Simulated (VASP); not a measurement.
# B2W (P6/mmm) in VASP: notebook, part 2 of 3

VASP 6.6.1.

## 3. Single point, LDA

INCAR reads:

```
SYSTEM = B2W
PREC = Accurate
ENCUT = 520
EDIFF = 1E-7
ISMEAR = -1
SIGMA = 0.15
LREAL = .False.
LASPH = .True.
NELM = 60
ALGO = Normal
ISIF = 2
LWAVE = .False.
LCHARG = .False.
NBANDS = 17
```

KPOINTS reads:

```
Automatic mesh
0
Gamma
  18 18 12
  0 0 0
```

POSCAR reads:

```
B2W
1.0
    2.9870380021      0.0000000000      0.0000000000
   -1.4935190011      2.5868507919      0.0000000000
    0.0000000000      0.0000000000      3.3099090558
B W
2 1
Direct
    0.3333333333      0.6666666667      0.5000000000
    0.6666666667      0.3333333333      0.5000000000
    0.0000000000      0.0000000000      0.0000000000
```

Potentials or basis: VASP PAW LDA potentials, release 64 (B, W_sv).

The run is started by

```sh
> cat potpaw_LDA.64/B/POTCAR potpaw_LDA.64/W_sv/POTCAR > POTCAR
> mpirun -np 1 vasp_std > vasp.out
```

OUTCAR:

```text
SYSTEM = B2W
   PREC = Accurate
   ENCUT = 520
   EDIFF = 1E-7
   ISMEAR = -1
   LREAL = .False.
   LASPH = .True.
   NELM = 60
   ISIF = 2

 ion  position               nearest neighbor table
   1  0.333  0.667  0.500-   2 1.72   2 1.72   2 1.72   3 2.39   3 2.39   3 2.39   3 2.39   3 2.39
                             3 2.39
   2  0.667  0.333  0.500-   1 1.72   1 1.72   1 1.72   3 2.39   3 2.39   3 2.39   3 2.39   3 2.39
                             3 2.39
   3  0.000  0.000  0.000-   1 2.39   2 2.39   1 2.39   2 2.39   2 2.39   2 2.39   1 2.39   1 2.39
                             2 2.39   2 2.39   1 2.39   1 2.39

  LATTYP: Found a hexagonal cell.
 ALAT       =     2.9870380021
 C/A-ratio  =     1.1080907084

  Lattice vectors:

 A1 = (   2.9870380021,   0.0000000000,   0.0000000000)
 A2 = (  -1.4935190011,   2.5868507919,   0.0000000000)
 A3 = (   0.0000000000,   0.0000000000,   3.3099090558)

Analysis of symmetry for initial positions (statically):
=====================================================================
 Subroutine PRICEL returns:
 Original cell was already a primitive cell.

 Routine SETGRP: Setting up the symmetry group for a
 hexagonal supercell.

 Subroutine GETGRP returns: Found 24 space group operations
 (whereof 24 operations were pure point group operations)
 out of a pool of 24 trial point group operations.

The static configuration has the point symmetry D_6h.

Analysis of symmetry for dynamics (positions and initial velocities):
=====================================================================
 Subroutine PRICEL returns:
 Original cell was already a primitive cell.

 Routine SETGRP: Setting up the symmetry group for a
 hexagonal supercell.

 Subroutine GETGRP returns: Found 24 space group operations
 (whereof 24 operations were pure point group operations)
 out of a pool of 24 trial point group operations.

The dynamic configuration has the point symmetry D_6h.

 Subroutine INISYM returns: Found 24 space group operations
 (whereof 24 operations are pure point group operations),
 and found     1 'primitive' translations

----------------------------------------------------------------------------------------

                                     Primitive cell

  volume of cell :      25.5757

  direct lattice vectors                    reciprocal lattice vectors
     2.987038002  0.000000000  0.000000000     0.334779805  0.193285211  0.000000000
    -1.493519001  2.586850792  0.000000000     0.000000000  0.386570421  0.000000000
     0.000000000  0.000000000  3.309909056     0.000000000  0.000000000  0.302123105

  length of vectors
     2.987038002  2.987038002  3.309909056     0.386570421  0.386570421  0.302123105

  position of ions in fractional coordinates (direct lattice)
     0.333333333  0.666666667  0.500000000
     0.666666667  0.333333333  0.500000000
     0.000000000  0.000000000  0.000000000

  ion indices of the primitive-cell ions
   primitive index   ion index
                 1           1
                 2           2
                 3           3

----------------------------------------------------------------------------------------

 KPOINTS: Automatic mesh

Automatic generation of k-mesh.
 Grid dimensions read from file:
 generate k-points for:   18   18   12

 Generating k-lattice:

  Cartesian coordinates                     Fractional coordinates (reciprocal lattice)
     0.018598878  0.010738067  0.000000000     0.055555556  0.000000000  0.000000000
     0.000000000  0.021476135  0.000000000     0.000000000  0.055555556  0.000000000
     0.000000000  0.000000000  0.025176925     0.000000000  0.000000000  0.083333333

  Length of vectors
     0.021476135  0.021476135  0.025176925

  Shift w.r.t. Gamma in fractional coordinates (k-lattice)
     0.000000000  0.000000000  0.000000000

 Subroutine IBZKPT returns following result:
 ===========================================

 Found    259 irreducible k-points:

 Following reciprocal coordinates:
            Coordinates               Weight
  0.000000  0.000000  0.000000      1.000000
  0.055556 -0.000000  0.000000      6.000000
  0.111111 -0.000000  0.000000      6.000000
  0.166667 -0.000000  0.000000      6.000000
  0.222222 -0.000000  0.000000      6.000000
  0.277778 -0.000000  0.000000      6.000000
[... 16 lines left out ...]
  0.333333  0.111111  0.000000     12.000000
  0.388889  0.111111  0.000000     12.000000
 [... further k-points ...]
   k-points           NKPTS =    259   k-points in BZ     NKDIM =    259   number of bands    NBANDS=     17
   number of dos      NEDOS =    301   number of ions     NIONS =      3
   total plane-waves  NPLWV =  16128
   dimension x,y,z NGX =    24 NGY =   24 NGZ =   28
   dimension x,y,z NGXF=    48 NGYF=   48 NGZF=   56
   ions per type =               2   1
   NGX,Y,Z   is equivalent  to a cutoff of  13.36, 13.36, 14.06 a.u.
   NGXF,Y,Z  is equivalent  to a cutoff of  26.71, 26.71, 28.13 a.u.
 SYSTEM =  B2W
   PREC   = accura    normal or accurate (medium, high low for compatibility)
   ISTART =      0    job   : 0-new  1-cont  2-samecut
   ICHARG =      2    charge: 1-file 2-atom 10-const
   ISPIN  =      1    spin polarized calculation?
   LNONCOLLINEAR =      F non collinear calculations
   LSORBIT =      F    spin-orbit coupling
   LASPH  =      T    aspherical Exc in radial PAW
   ENCUT  =  520.0 eV  38.22 Ry    6.18 a.u.   5.55  5.55  6.15*2*pi/ulx,y,z
   NELM   =     60;   NELMIN=  2; NELMDL= -5     # of ELM steps
   EDIFF  = 0.1E-06   stopping-criterion for ELM
   LREAL  =      F    real-space projection
   EDIFFG = 0.1E-05   stopping-criterion for IOM
   NSW    =      0    number of steps for IOM
   IBRION =     -1    ionic relax: 0-MD 1-quasi-New 2-CG
   NFREE  =      0    steps in history (QN), initial steepest desc. (CG)
   ISIF   =      2    stress and relaxation
   ISYM   =      2    0-nonsym 1-usesym 2-fastsym
   POTIM  = 0.5000    time-step for ionic-motion
   TEBEG  =    0.0;   TEEND  =   0.0 temperature during run
   PSTRESS=    0.0 pullay stress
   NELECT =      20.0000    total number of electrons
   NUPDOWN=      -1.0000    fix difference up-down
   EMIN   =  10.00;   EMAX   =-10.00  energy-range for DOS
   EFERMI =   0.00;   METHOD = LEGACY
   ISMEAR =    -1;   SIGMA  =   0.15  broadening in eV -4-tet -1-fermi 0-gaus
   EFERMI_NEDOS =   21; number of points for ismear=-14 and -15
   IALGO  =     38    algorithm
   IMIX   =      4    mixing-type and parameters
     AMIX     =   0.40;   BMIX     =  1.00
     AMIX_MAG =   1.60;   BMIX_MAG =  1.00
  volume/ion in A,a.u.               =       8.53        57.53
  Fermi-wavevector in a.u.,A,eV,Ry     =   1.508257  2.850193 30.951078  2.274840
  Thomas-Fermi vector in A             =   2.618735
   LORBIT       =      0    0 simple, 1 ext, 2 COOP (PROOUT), +10 PAW based schemes
   GGA     = CA    functional components
   LHFCALC =     F    Hartree Fock is set to
   AEXX    =    0.0000 exact exchange contribution
   IVDW    =     0    specifies the selected vdW correction
   LEPSILON=     F    determine dielectric tensor
   LRPA    =     F    only Hartree local field effects (RPA)
 non-spin polarized calculation
  energy-cutoff  :      520.00
  volume of cell :       25.58
 maximum number of plane-waves:       714
 NGX is ok and might be reduce to    24
   NGX = 11   NGY = 11   NGZ = 13

 number of electron      19.9999999 magnetization

 Free energy of the ion-electron system (eV)
  ---------------------------------------------------
  ext. energy  EPLUGINS =         0.00000000
  ---------------------------------------------------
  free energy    TOTEN  =       -29.49568693 eV

  energy without entropy =      -29.40172033  energy(sigma->0) =      -29.44870363

 E-fermi :  12.5403     XC(G=0): -13.8419

 val. band max:       12.5322447635   @ k =   0.2222   0.1667   0.0833
 cond. band min:      12.5428467908   @ k =   0.3333   0.1111   0.3333
 fundamental gap:      0.0106020273
 Fermi energy:        12.5403203775

 k-point     1 :       0.0000    0.0000    0.0000
  band No.  band energies     occupation
      1     -62.0575      2.00000
      2     -26.6836      2.00000
      3     -26.2976      2.00000
      4     -26.2976      2.00000
      5      -3.4052      2.00000
      6       6.7001      2.00000
[... 9 lines left out ...]
     16      17.7578      0.00000
     17      20.2629      0.00000
[... 441 lines left out ...]
 k-point    24 :       0.3889    0.1111    0.0000
  band No.  band energies     occupation
      1     -62.0153      2.00000
      2     -26.8937      2.00000
      3     -26.5787      2.00000
      4     -26.4917      2.00000
      5       0.4070      2.00000
      6       2.4162      2.00000
[... 9 lines left out ...]
     16      21.0941      0.00000
     17      25.0661      0.00000

 [... further k-points ...]
[... 5 lines left out ...]
  --------------------------------------------------------------------------------------
  -------------------------------------------------------------------------------------
  Total        0.2555648      0.2555648      0.2671757     -0.0000000      0.0000000      0.0000000
  in kB       16.0097063     16.0097063     16.7370680     -0.0000000      0.0000000      0.0000000
  external PRESSURE =      16.2521602 kB  Pullay stress =       0.0000000 kB

 VOLUME and BASIS-vectors are now :
 -----------------------------------------------------------------------------
  energy-cutoff  :      520.00
  volume of cell :       25.58
      direct lattice vectors                 reciprocal lattice vectors
     2.987038002  0.000000000  0.000000000     0.334779805  0.193285211  0.000000000
    -1.493519001  2.586850792  0.000000000     0.000000000  0.386570421  0.000000000
     0.000000000  0.000000000  3.309909056     0.000000000  0.000000000  0.302123105

 POSITION                                       TOTAL-FORCE (eV/Angst)
 -----------------------------------------------------------------------------------
     -0.00000      1.72457      1.65495         0.000000     -0.000000      0.000000
      1.49352      0.86228      1.65495        -0.000000      0.000000     -0.000000
      0.00000      0.00000      0.00000        -0.000000      0.000000      0.000000
 -----------------------------------------------------------------------------------
    total drift:                               -0.000000      0.000000      0.000000

  FREE ENERGIE OF THE ION-ELECTRON SYSTEM (eV)
  ---------------------------------------------------
  free  energy   TOTEN  =       -29.4956869254 eV

  energy  without entropy=      -29.4017203338  energy(sigma->0) =      -29.44870363
```

OSZICAR:

```text
N       E                     dE             d eps       ncg     rms          rms(c)
DAV:   1     0.116079202722E+03    0.11608E+03   -0.10266E+04  8814   0.127E+03
DAV:   2    -0.294845619932E+02   -0.14556E+03   -0.14173E+03 10142   0.343E+02
DAV:   3    -0.333356259020E+02   -0.38511E+01   -0.37994E+01 10607   0.516E+01
DAV:   4    -0.333588515516E+02   -0.23226E-01   -0.23167E-01 10725   0.412E+00
DAV:   5    -0.333589825480E+02   -0.13100E-03   -0.13099E-03 10674   0.322E-01    0.311E+01
DAV:   6    -0.295506799946E+02    0.38083E+01   -0.15990E+01 10051   0.273E+01    0.796E+00
DAV:   7    -0.295147048795E+02    0.35975E-01   -0.44653E-01  9489   0.539E+00    0.563E+00
DAV:   8    -0.294960965040E+02    0.18608E-01   -0.18272E-02 10952   0.113E+00    0.149E-01
DAV:   9    -0.294957085656E+02    0.38794E-03   -0.85155E-04  9674   0.207E-01    0.660E-02
DAV:  10    -0.294956864120E+02    0.22154E-04   -0.90003E-05 10670   0.667E-02    0.137E-02
DAV:  11    -0.294956868752E+02   -0.46315E-06   -0.32172E-06  9657   0.175E-02    0.400E-03
DAV:  12    -0.294956869254E+02   -0.50171E-07   -0.30175E-07  9718   0.435E-03
   1 F= -.29495687E+02 E0= -.29448704E+02  d E =-.939666E-01
```

stdout:

```text
POSCAR found type information on POSCAR B W
 POSCAR found :  2 types and       3 ions
 scaLAPACK will be used
 LDA part: xc-table for (Slater(with rela. corr.)+CA(PZ))
 , standard interpolation
 POSCAR, INCAR and KPOINTS ok, starting setup
 FFT: planning ... GRIDC
 FFT: planning ... GRID_SOFT
 FFT: planning ... GRID
 WAVECAR not read
 entering main loop
```

It took 2.6 min on 1 thread of AMD EPYC 7R13, shared host; peak memory 0.19 GiB.

Results:

```yaml
Free_energy: -29.4957 eV
Pressure: 1.6 GPa
Band_gap_on_the_k_mesh: zero (bands 10 and 11 overlap by 3.55 eV)
```

Levels at points of the mesh, in eV from the Fermi level:
```
           k point  band 6  band 7  band 8  band 9  band 10  band 11  band 12  band 13  band 14  band 15
(0.00, 0.00, 0.00)   -5.84   -5.05   -5.05   -4.39     0.48     0.48     2.43     2.43     4.26     4.26
(0.50, 0.00, 0.00)  -10.63   -6.61   -5.66   -4.90    -0.62     1.16     2.23     2.91     5.28     6.61
(0.00, 0.00, 0.50)  -10.88   -2.40   -2.40   -2.29    -2.29    -2.25    -2.25    -0.82     4.53     8.57
(0.50, 0.00, 0.50)   -9.19   -7.34   -7.08   -4.53     0.93     2.56     3.68     4.66     4.68     5.41
```

Caveat: spin-orbit coupling is left out, which moves the levels of the heavy elements.

## 4. Single point, LDA (8.70 Å³/atom)

This run uses another cell than the first one, of 8.70 Å³/atom.

INCAR reads:

```
PREC     = Accurate       # precision mode
ENCUT    = 520            # plane-wave cutoff, eV
EDIFF    = 1E-7           # SCF threshold, eV
ISMEAR   = -1             # smearing method
SIGMA    = 0.15           # smearing width, eV
LREAL    = False          # projectors in reciprocal space
LASPH    = True           # aspherical terms in the spheres
NELM     = 100            # most SCF steps
ALGO     = Normal         # electronic algorithm
ISIF     = 2              # what is computed and relaxed
LWAVE    = False          # write WAVECAR
LCHARG   = True           # write CHGCAR
GGA      = CA             # functional
LELF     = True           # ELF
LVHAR    = True         
NBANDS   = 17             # bands
```

KPOINTS reads:

```
Automatic mesh
0
Gamma
  18 18 12
```

POSCAR reads:

```
B2W
1.0
    3.0032054706      0.0000000000      0.0000000000
   -1.5016027353      2.6008522304      0.0000000000
    0.0000000000      0.0000000000      3.3398551813
B W
2 1
Direct
    0.3333333333      0.6666666667      0.5000000000
    0.6666666667      0.3333333333      0.5000000000
    0.0000000000      0.0000000000      0.0000000000
```

Potentials or basis: VASP PAW LDA potentials, release 64 (B, W_sv).

The run is started by

```sh
> cat potpaw_LDA.64/B/POTCAR potpaw_LDA.64/W_sv/POTCAR > POTCAR
> mpirun -np 1 vasp_std > vasp.out
```

OUTCAR:

```text
PREC = Accurate
   ENCUT = 520
   EDIFF = 1E-7
   ISMEAR = -1
   LREAL = False
   LASPH = True
   NELM = 100
   ISIF = 2
   GGA = CA

 ion  position               nearest neighbor table
   1  0.333  0.667  0.500-   2 1.73   2 1.73   2 1.73   3 2.41   3 2.41   3 2.41   3 2.41   3 2.41
                             3 2.41
   2  0.667  0.333  0.500-   1 1.73   1 1.73   1 1.73   3 2.41   3 2.41   3 2.41   3 2.41   3 2.41
                             3 2.41
   3  0.000  0.000  0.000-   1 2.41   2 2.41   1 2.41   2 2.41   2 2.41   2 2.41   1 2.41   1 2.41
                             2 2.41   2 2.41   1 2.41   1 2.41

  LATTYP: Found a hexagonal cell.
 ALAT       =     3.0032054706
 C/A-ratio  =     1.1120967959

  Lattice vectors:

 A1 = (   3.0032054706,   0.0000000000,   0.0000000000)
 A2 = (  -1.5016027353,   2.6008522304,   0.0000000000)
 A3 = (   0.0000000000,   0.0000000000,   3.3398551813)

Analysis of symmetry for initial positions (statically):
=====================================================================
 Subroutine PRICEL returns:
 Original cell was already a primitive cell.

[... 165 lines left out ...]
  ext. energy  EPLUGINS =         0.00000000
  ---------------------------------------------------
  free energy    TOTEN  =       -29.49039864 eV

  energy without entropy =      -29.39373510  energy(sigma->0) =      -29.44206687

 E-fermi :  12.2418     XC(G=0): -13.7398

 val. band max:       12.2406501797   @ k =   0.3333   0.1111   0.3333
 cond. band min:      12.2472243851   @ k =   0.3889   0.0556   0.3333
 fundamental gap:      0.0065742054
 Fermi energy:        12.2418204804

 k-point     1 :       0.0000    0.0000    0.0000
  band No.  band energies     occupation
      1     -62.3558      2.00000
      2     -26.9642      2.00000
      3     -26.5975      2.00000
      4     -26.5975      2.00000
      5      -3.5183      2.00000
      6       6.5298      2.00000
[... 457 lines left out ...]
      4     -26.7802      2.00000
      5       0.2696      2.00000
      6       2.2279      2.00000
[... 9 lines left out ...]
     16      20.6085      0.00000
     17      24.5313      0.00000

 [... further k-points ...]
[... 5 lines left out ...]
  --------------------------------------------------------------------------------------
  -------------------------------------------------------------------------------------
  Total       -0.8375590     -0.8375590     -0.8269597      0.0000000      0.0000000      0.0000000
  in kB      -51.4396075    -51.4396076    -50.7886385      0.0000000      0.0000000      0.0000000
  external PRESSURE =     -51.2226179 kB  Pullay stress =       0.0000000 kB

 VOLUME and BASIS-vectors are now :
 -----------------------------------------------------------------------------
  energy-cutoff  :      520.00
  volume of cell :       26.09
      direct lattice vectors                 reciprocal lattice vectors
     3.003205471  0.000000000  0.000000000     0.332977550  0.192244678  0.000000000
    -1.501602735  2.600852230  0.000000000     0.000000000  0.384489356  0.000000000
     0.000000000  0.000000000  3.339855181     0.000000000  0.000000000  0.299414180

 POSITION                                       TOTAL-FORCE (eV/Angst)
 -----------------------------------------------------------------------------------
     -0.00000      1.73390      1.66993        -0.000000      0.000000      0.000000
      1.50160      0.86695      1.66993         0.000000      0.000000     -0.000000
      0.00000      0.00000      0.00000        -0.000000      0.000000      0.000000
 -----------------------------------------------------------------------------------
    total drift:                               -0.000000      0.000000      0.000000

  FREE ENERGIE OF THE ION-ELECTRON SYSTEM (eV)
  ---------------------------------------------------
  free  energy   TOTEN  =       -29.4903986380 eV

  energy  without entropy=      -29.3937350968  energy(sigma->0) =      -29.44206687
```

OSZICAR:

```text
N       E                     dE             d eps       ncg     rms          rms(c)
DAV:   1     0.115868633783E+03    0.11587E+03   -0.10318E+04  8814   0.127E+03
DAV:   2    -0.294579490137E+02   -0.14533E+03   -0.14140E+03 10271   0.341E+02
DAV:   3    -0.332876195152E+02   -0.38297E+01   -0.37723E+01 10513   0.512E+01
DAV:   4    -0.333133346867E+02   -0.25715E-01   -0.25569E-01 10841   0.416E+00
DAV:   5    -0.333134807821E+02   -0.14610E-03   -0.14609E-03 10561   0.328E-01    0.299E+01
DAV:   6    -0.295489093367E+02    0.37646E+01   -0.16249E+01 10032   0.271E+01    0.746E+00
DAV:   7    -0.295090647212E+02    0.39845E-01   -0.46740E-01  9499   0.549E+00    0.540E+00
DAV:   8    -0.294907550142E+02    0.18310E-01   -0.18961E-02 10909   0.111E+00    0.120E-01
DAV:   9    -0.294904207004E+02    0.33431E-03   -0.77592E-04  9642   0.189E-01    0.572E-02
DAV:  10    -0.294903980415E+02    0.22659E-04   -0.92617E-05 10726   0.656E-02    0.137E-02
DAV:  11    -0.294903986169E+02   -0.57541E-06   -0.34125E-06  9620   0.179E-02    0.527E-03
DAV:  12    -0.294903986380E+02   -0.21092E-07   -0.23175E-07  8332   0.384E-03
   1 F= -.29490399E+02 E0= -.29442067E+02  d E =-.966635E-01
```

Run time: 2.7 min. Hardware: 1 thread of AMD EPYC 7R13, shared host; peak memory 0.19 GiB.

Results:

* Free energy: -29.4904 eV
* Pressure: -5.1 GPa
* Band gap on the k mesh: zero (bands 10 and 11 overlap by 3.43 eV)

Caveat: the cell stands under tension; spin-orbit coupling is left out, which moves the levels of the heavy elements.

[end of part 2 of 3]
